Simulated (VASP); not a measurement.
# Al (Im-3m) in VASP: a series of runs

The runs below take Al through single point, with PBE.

Everything below comes from runs of VASP 6.6.1. Logs are shortened: lines on timing, memory, paths and dates and some standing lists are left out, and cuts for length are marked.

**1. The cell of the first run**

Symmetry: Im-3m, No. 229, cubic system. The conventional cell has a = 3.204 Å, b = 3.204 Å, c = 3.204 Å, α = 90.00°, β = 90.00°, γ = 90.00°. Within 3.7 Å of Al (site symmetry m-3m) lie 14 Al at 2.77 to 3.20 Å.

**2. Single point, PBE (volume scaled by 1.02)**

The input, INCAR:

```
SYSTEM = Al
PREC = Accurate
ENCUT = 520
EDIFF = 1E-7
ISMEAR = -1
SIGMA = 0.05
LREAL = .FALSE.
LASPH = .TRUE.
NELM = 60
ALGO = Normal
ISIF = 2
LWAVE = .FALSE.
LCHARG = .TRUE.
GGA = PE
LELF = .TRUE.
LVHAR = .TRUE.
NBANDS = 8
```

The input, KPOINTS:

```
regular mesh
0
G
  12 12 12
  0 0 0
```

The input, POSCAR:

```
Al
1.0
   -1.6017568692      1.6017568692      1.6017568692
    1.6017568692     -1.6017568692      1.6017568692
    1.6017568692      1.6017568692     -1.6017568692
Al
1
Direct
    0.0000000000      0.0000000000      0.0000000000
```

Potentials or basis: VASP PAW PBE potentials, release 64 (Al).

Launch:

```bash
$ cat potpaw_PBE.64/Al/POTCAR > POTCAR
$ mpirun -np 1 vasp_std > vasp.out
```

OUTCAR:

```text
SYSTEM = Al
   PREC = Accurate
   ENCUT = 520
   EDIFF = 1E-7
   ISMEAR = -1
   LREAL = .FALSE.
   LASPH = .TRUE.
   NELM = 60
   ISIF = 2
   GGA = PE

 ion  position               nearest neighbor table
   1  0.000  0.000  0.000-

  LATTYP: Found a body centered cubic cell.
 ALAT       =     3.2035137384

  Lattice vectors:

 A1 = (  -1.6017568692,   1.6017568692,   1.6017568692)
 A2 = (   1.6017568692,  -1.6017568692,   1.6017568692)
 A3 = (   1.6017568692,   1.6017568692,  -1.6017568692)

Analysis of symmetry for initial positions (statically):
=====================================================================
 Subroutine PRICEL returns:
 Original cell was already a primitive cell.

 Routine SETGRP: Setting up the symmetry group for a
 body centered cubic supercell.

 Subroutine GETGRP returns: Found 48 space group operations
[... 9 lines left out ...]

 Routine SETGRP: Setting up the symmetry group for a
 body centered cubic supercell.

 Subroutine GETGRP returns: Found 48 space group operations
[... 11 lines left out ...]
                                     Primitive cell

  volume of cell :      16.4380

  direct lattice vectors                    reciprocal lattice vectors
    -1.601756869  1.601756869  1.601756869     0.000000000  0.312157238  0.312157238
     1.601756869 -1.601756869  1.601756869     0.312157238  0.000000000  0.312157238
     1.601756869  1.601756869 -1.601756869     0.312157238  0.312157238  0.000000000

  length of vectors
     2.774324279  2.774324279  2.774324279     0.441456999  0.441456999  0.441456999

  position of ions in fractional coordinates (direct lattice)
     0.000000000  0.000000000  0.000000000

  ion indices of the primitive-cell ions
   primitive index   ion index
                 1           1

----------------------------------------------------------------------------------------

 KPOINTS: regular mesh

Automatic generation of k-mesh.
 Grid dimensions read from file:
 generate k-points for:   12   12   12

 Generating k-lattice:

  Cartesian coordinates                     Fractional coordinates (reciprocal lattice)
     0.000000000  0.026013103  0.026013103     0.083333333  0.000000000  0.000000000
     0.026013103  0.000000000  0.026013103     0.000000000  0.083333333  0.000000000
     0.026013103  0.026013103  0.000000000     0.000000000  0.000000000  0.083333333

  Length of vectors
     0.036788083  0.036788083  0.036788083

[... 41 lines left out ...]
   NGX,Y,Z   is equivalent  to a cutoff of  14.38, 14.38, 14.38 a.u.
   NGXF,Y,Z  is equivalent  to a cutoff of  28.76, 28.76, 28.76 a.u.
 SYSTEM =  Al
   PREC   = accura    normal or accurate (medium, high low for compatibility)
   ISTART =      0    job   : 0-new  1-cont  2-samecut
   ICHARG =      2    charge: 1-file 2-atom 10-const
   ISPIN  =      1    spin polarized calculation?
   LNONCOLLINEAR =      F non collinear calculations
   LSORBIT =      F    spin-orbit coupling
   LASPH  =      T    aspherical Exc in radial PAW
   ENCUT  =  520.0 eV  38.22 Ry    6.18 a.u.   5.16  5.16  5.16*2*pi/ulx,y,z
   NELM   =     60;   NELMIN=  2; NELMDL= -5     # of ELM steps
   EDIFF  = 0.1E-06   stopping-criterion for ELM
   LREAL  =      F    real-space projection
   EDIFFG = 0.1E-05   stopping-criterion for IOM
   NSW    =      0    number of steps for IOM
   IBRION =     -1    ionic relax: 0-MD 1-quasi-New 2-CG
   NFREE  =      0    steps in history (QN), initial steepest desc. (CG)
   ISIF   =      2    stress and relaxation
   ISYM   =      2    0-nonsym 1-usesym 2-fastsym
   POTIM  = 0.5000    time-step for ionic-motion
   TEBEG  =    0.0;   TEEND  =   0.0 temperature during run
   PSTRESS=    0.0 pullay stress
   NELECT =       3.0000    total number of electrons
   NUPDOWN=      -1.0000    fix difference up-down
   EMIN   =  10.00;   EMAX   =-10.00  energy-range for DOS
[... 5 lines left out ...]
     AMIX     =   0.40;   BMIX     =  1.00
     AMIX_MAG =   1.60;   BMIX_MAG =  1.00
  volume/ion in A,a.u.               =      16.44       110.93
  Fermi-wavevector in a.u.,A,eV,Ry     =   0.928607  1.754813 11.732455  0.862311
  Thomas-Fermi vector in A             =   2.054802
   LORBIT       =      0    0 simple, 1 ext, 2 COOP (PROOUT), +10 PAW based schemes
   GGA     = PE    functional components
   LHFCALC =     F    Hartree Fock is set to
   AEXX    =    0.0000 exact exchange contribution
   IVDW    =     0    specifies the selected vdW correction
   LEPSILON=     F    determine dielectric tensor
   LRPA    =     F    only Hartree local field effects (RPA)
 non-spin polarized calculation
  energy-cutoff  :      520.00
  volume of cell :       16.44
 maximum number of plane-waves:       466
 NGX is ok and might be reduce to    24
   NGX = 11   NGY = 11   NGZ = 11

 number of electron       3.0000000 magnetization

 Free energy of the ion-electron system (eV)
  ---------------------------------------------------
  ext. energy  EPLUGINS =         0.00000000
  ---------------------------------------------------
  free energy    TOTEN  =        -3.64353542 eV

  energy without entropy =       -3.63951033  energy(sigma->0) =       -3.64152287

 E-fermi :   8.0181     XC(G=0): -10.2148

 val. band max:        7.9282790813   @ k =  -0.4167  -0.4167   0.2500
 cond. band min:       8.0237562901   @ k =   0.3333   0.2500   0.0833
 fundamental gap:      0.0954772087
 Fermi energy:         8.0180828507

 k-point     1 :       0.0000    0.0000    0.0000
  band No.  band energies     occupation
      1      -3.1161      2.00000
      2      21.3335      0.00000
      3      21.3335      0.00000
      4      21.3335      0.00000
      5      22.7994      0.00000
      6      22.7994      0.00000
      7      22.7994      0.00000
      8      24.3904      0.00000
[... 243 lines left out ...]
 k-point    24 :       0.4167    0.0833    0.0833
  band No.  band energies     occupation
      1       4.0794      2.00000
      2       4.5682      2.00000
      3      12.9952      0.00000
      4      13.6416      0.00000
      5      22.0280      0.00000
      6      22.5703      0.00000
      7      29.0269      0.00000
      8      30.3102      0.00000

 [... further k-points ...]
[... 5 lines left out ...]
  --------------------------------------------------------------------------------------
  -------------------------------------------------------------------------------------
  Total        0.2252743      0.2252743      0.2252743      0.0000000      0.0000000      0.0000000
  in kB       21.9569760     21.9569760     21.9569760      0.0000000      0.0000000      0.0000000
  external PRESSURE =      21.9569760 kB  Pullay stress =       0.0000000 kB

 VOLUME and BASIS-vectors are now :
 -----------------------------------------------------------------------------
  energy-cutoff  :      520.00
  volume of cell :       16.44
      direct lattice vectors                 reciprocal lattice vectors
    -1.601756869  1.601756869  1.601756869     0.000000000  0.312157238  0.312157238
     1.601756869 -1.601756869  1.601756869     0.312157238  0.000000000  0.312157238
     1.601756869  1.601756869 -1.601756869     0.312157238  0.312157238  0.000000000

 POSITION                                       TOTAL-FORCE (eV/Angst)
 -----------------------------------------------------------------------------------
      0.00000      0.00000      0.00000         0.000000      0.000000      0.000000
 -----------------------------------------------------------------------------------
    total drift:                                0.000000      0.000000      0.000000

  FREE ENERGIE OF THE ION-ELECTRON SYSTEM (eV)
  ---------------------------------------------------
  free  energy   TOTEN  =        -3.6435354186 eV

  energy  without entropy=       -3.6395103251  energy(sigma->0) =       -3.64152287
```

OSZICAR:

```text
N       E                     dE             d eps       ncg     rms          rms(c)
DAV:   1    -0.228222073137E+01   -0.22822E+01   -0.85396E+02  1152   0.202E+02
DAV:   2    -0.366102549164E+01   -0.13788E+01   -0.13650E+01  1568   0.187E+01
DAV:   3    -0.366796803783E+01   -0.69425E-02   -0.69420E-02  1424   0.146E+00
DAV:   4    -0.366799050043E+01   -0.22463E-04   -0.22463E-04  1688   0.744E-02
DAV:   5    -0.366799059475E+01   -0.94315E-07   -0.95276E-07  1456   0.347E-03    0.125E+00
DAV:   6    -0.365357210637E+01    0.14418E-01   -0.19509E-03  1296   0.200E-01    0.722E-01
DAV:   7    -0.364354359560E+01    0.10029E-01   -0.57979E-03  1312   0.323E-01    0.140E-01
DAV:   8    -0.364353702669E+01    0.65689E-05   -0.20383E-05  1520   0.309E-02    0.695E-03
DAV:   9    -0.364353588805E+01    0.11386E-05   -0.74884E-07  1472   0.376E-03    0.834E-04
DAV:  10    -0.364353543595E+01    0.45210E-06   -0.63994E-09  1368   0.495E-04    0.301E-04
DAV:  11    -0.364353541856E+01    0.17391E-07   -0.15749E-10   736   0.720E-05
   1 F= -.36435354E+01 E0= -.36415229E+01  d E =-.402509E-02
```

Run time: 3.1 s. Hardware: 1 thread of Intel Xeon 6975P-C (Granite Rapids), shared host; peak memory 0.12 GiB.

What came out:

```
Free energy : -3.6435 eV
Pressure    : 2.2 GPa
```

**3. Single point, PBE (volume scaled by 1.04)**

The input, INCAR:

```
SYSTEM = Al
  PREC = Accurate
  ENCUT = 520
  EDIFF = 1E-7
  ISMEAR = -1
  SIGMA = 0.05
  LREAL = .False.
  LASPH = .True.
  NELM = 60
  ALGO = Normal
  ISIF = 2
  LWAVE = .False.
  LCHARG = .True.
  GGA = PE
  LELF = .True.
  LVHAR = .True.
  NBANDS = 8
```

The input, KPOINTS:

```
Automatic mesh
0
Gamma
  12 12 12
  0 0 0
```

The input, POSCAR:

```
Al
1.0
   -1.6121581793      1.6121581793      1.6121581793
    1.6121581793     -1.6121581793      1.6121581793
    1.6121581793      1.6121581793     -1.6121581793
Al
1
Direct
    0.0000000000      0.0000000000      0.0000000000
```

Potentials or basis: VASP PAW PBE potentials, release 64 (Al).

Launch:

```bash
$ cat potpaw_PBE.64/Al/POTCAR > POTCAR
$ mpirun -np 1 vasp_std > vasp.out
```

It took 3.2 s on 1 thread of Intel Xeon 6975P-C (Granite Rapids), shared host; peak memory 0.13 GiB.

It converged, with:

| Quantity | Value |
| --- | --- |
| Free energy | -3.6465 eV |
| Pressure | 0.7 GPa |

Levels at points of the mesh, in eV from the Fermi level:
```
           k point  band 1  band 2  band 3  band 4
(0.00, 0.00, 0.00)  -10.99   13.20   13.20   13.20
(0.50, 0.00, 0.00)   -4.23   -3.81    8.07    8.26
(0.50, 0.50, 0.50)    1.87    1.87    1.87    3.04
```
